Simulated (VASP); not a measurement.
SiC: single point with PBE

The system is SiC.

```xyz
72
Lattice="0.0000 8.7080 8.7080 6.5310 0.0000 6.5310 6.5310 6.5310 0.0000" Properties=species:S:1:pos:R:3 pbc="T T T"
Si    1.0809    1.1658    1.1359
Si    3.2138    3.2234    1.0555
Si    5.4389    5.4014    1.0748
Si    3.2796    1.0740    3.2521
Si    5.4475    3.1862    3.2628
Si    7.5303    5.3327    3.2722
Si    5.4052    1.1221    5.4508
Si    7.6991    3.2335    5.4575
Si    9.7406    5.3445    5.4171
Si    1.1604    3.2553    3.2764
Si    3.2377    5.4416    3.2279
Si    5.4509    7.6589    3.2720
Si    3.2427    3.2095    5.4074
Si    5.4296    5.3687    5.3718
Si    7.6091    7.6346    5.4478
Si    5.5266    3.3009    7.6851
Si    7.6362    5.4171    7.6903
Si    9.8948    7.7004    7.6767
Si    1.0978    5.4704    5.4669
Si    3.2872    7.6293    5.4417
Si    5.4311    9.7810    5.3767
Si    3.2581    5.4859    7.5779
Si    5.4328    7.5865    7.6030
Si    7.5847    9.7826    7.6195
Si    5.4138    5.4405    9.8122
Si    7.6434    7.6420    9.8101
Si    9.8759    9.7992    9.7114
Si    1.0903    7.5832    7.6571
Si    3.2892    9.7735    7.6050
Si    5.4363   11.9845    7.5953
Si    3.2465    7.5733    9.7610
Si    5.4010    9.8100    9.8305
Si    7.6417   11.9487    9.7835
Si    5.4168    7.5382   11.9025
Si    7.6441    9.8586   12.0213
Si    9.7719   11.9767   12.0074
C    -0.0160   -0.0355    0.0278
C     2.1544    2.1450   -0.0384
C     4.3766    4.2525   -0.0568
C     2.1583    0.0069    2.1543
C     4.3607    2.1773    2.1717
C     6.5069    4.3314    2.1622
C     4.3082   -0.1111    4.2967
C     6.4873    2.1282    4.3511
C     8.6543    4.3577    4.3046
C    -0.0842    2.1322    2.1005
C     2.1555    4.3625    2.1964
C     4.3850    6.5064    2.2068
C     2.1875    2.1642    4.3160
C     4.3323    4.3050    4.3656
C     6.4995    6.5026    4.3312
C     4.3500    2.1815    6.5652
C     6.5626    4.3803    6.5782
C     8.7604    6.5732    6.6111
C     0.0572    4.3784    4.3563
C     2.2082    6.5358    4.3783
C     4.3902    8.7307    4.4010
C     2.1721    4.2929    6.5323
C     4.3971    6.5285    6.5348
C     6.5138    8.6922    6.5009
C     4.3940    4.3398    8.7257
C     6.5868    6.5573    8.7446
C     8.7419    8.7018    8.6746
C    -0.0266    6.4742    6.4898
C     2.1729    8.7157    6.5197
C     4.3760   10.9152    6.5438
C     2.2513    6.6286    8.7601
C     4.3415    8.7172    8.7137
C     6.5142   10.8708    8.7282
C     4.3783    6.5132   10.8972
C     6.5182    8.6867   10.9221
C     8.7542   10.9388   10.9121
```

```json
{
 "Program": "VASP 6.6.1",
 "Task": "single point",
 "Functional": "PBE",
 "Potentials or basis": "VASP PAW PBE potentials, release 64 (Si, C)",
 "Cutoff": "600 eV",
 "k mesh": "1 × 1 × 1",
 "Occupations": "gaussian, width 0.01 eV",
 "Spin": "no spin polarisation"
}
```

| Quantity | Value |
| --- | --- |
| Pressure | 5.5 GPa |
| Largest force | 5.489 eV/Å |
| Band gap on the k mesh | 2.17 eV |

Forces on the atoms (eV/Å):
```
Si  -0.066 -3.140 -1.483
Si   1.357  0.533  0.352
Si  -0.384  0.321 -0.105
Si  -0.356 -1.380 -0.210
Si  -0.427  1.422 -0.191
Si   0.995  2.947 -1.005
Si  -0.080 -2.524  0.127
Si  -2.667  0.724 -0.597
Si   0.929  2.247  0.745
Si  -1.967  0.250 -0.178
Si   1.032  0.096  1.242
Si  -0.324 -1.770  0.215
Si   0.541  0.651  1.223
Si   0.452  1.072  1.686
Si   0.564 -1.408  0.194
Si  -1.955  0.287 -2.421
Si  -0.104  2.018 -1.401
Si  -1.360 -2.497 -0.845
Si   0.443 -1.106 -0.494
Si  -0.117 -0.095  0.291
Si   1.408  1.571  1.923
Si   0.415 -1.171  0.643
Si   1.051  0.809  0.813
Si   0.304 -0.203 -0.106
Si   1.648  0.249 -0.001
Si  -0.001  0.138  0.317
Si  -1.711 -0.255  2.169
Si  -0.582  1.165 -0.983
Si   0.021 -0.001 -0.107
Si   0.908 -1.389 -0.055
Si   2.038  3.072  2.699
Si   1.082 -1.093 -0.569
Si  -0.045  0.526  0.367
Si   1.020  1.774  1.676
Si  -0.467 -1.784 -1.350
Si   1.302  0.189 -0.587
C    0.131  0.879 -0.511
C    0.727  0.090  0.900
C   -1.533  1.503  1.378
C   -0.103 -0.351  0.534
C   -1.093 -0.014  0.124
C   -0.217 -1.274 -0.101
C    0.478  1.302  0.905
C    1.087  1.211  0.804
C    0.213 -1.283  1.176
C    2.216  1.158  2.685
C    0.891 -1.169 -0.520
C   -0.284  0.478 -0.184
C   -0.164 -0.583  0.454
C   -0.107 -0.187 -1.058
C    0.547  0.265  0.376
C    0.980  1.276 -0.751
C    0.221 -0.651 -0.982
C   -0.477 -0.896 -0.997
C   -0.825 -0.750 -0.489
C   -0.093  0.134 -0.344
C   -1.099 -0.638 -2.118
C    0.039  1.376  0.074
C   -0.904 -0.620 -0.858
C   -0.277  0.376  0.295
C   -0.130  1.199 -1.005
C   -1.372 -0.531 -0.278
C   -0.301  0.863  1.153
C    0.780  1.079  1.163
C    0.274 -0.330  0.457
C   -0.722 -0.964 -0.593
C   -2.769 -3.914 -2.671
C    0.363 -0.515 -0.138
C    0.483  0.278 -0.317
C   -1.786 -0.773 -1.049
C    0.534  0.951 -0.536
C   -0.604 -1.226 -0.970
```

Stress tensor (GPa, compression positive):
```
 5.90  2.62  2.58
 2.62  5.18 -1.63
 2.58 -1.63  5.53
```

Levels at points of the mesh, in eV from the valence-band top:
```
           k point  band 142  band 143  band 144  band 145  band 146  band 147
(0.00, 0.00, 0.00)     -0.05     -0.05      0.00      2.17      2.28      2.48
```

It took 17 min on 1 thread of AMD EPYC 7R43 64-Core Processor (Zen 3), with other jobs on the host, peak memory 1.1 GiB.

Caveat: the k points lie up to 0.83 Å⁻¹ apart; an odd mesh through Γ misses points on the zone boundary, where band edges can lie; forces of over 1 eV/Å act on the atoms, so gaps and moduli don't describe the material at rest.
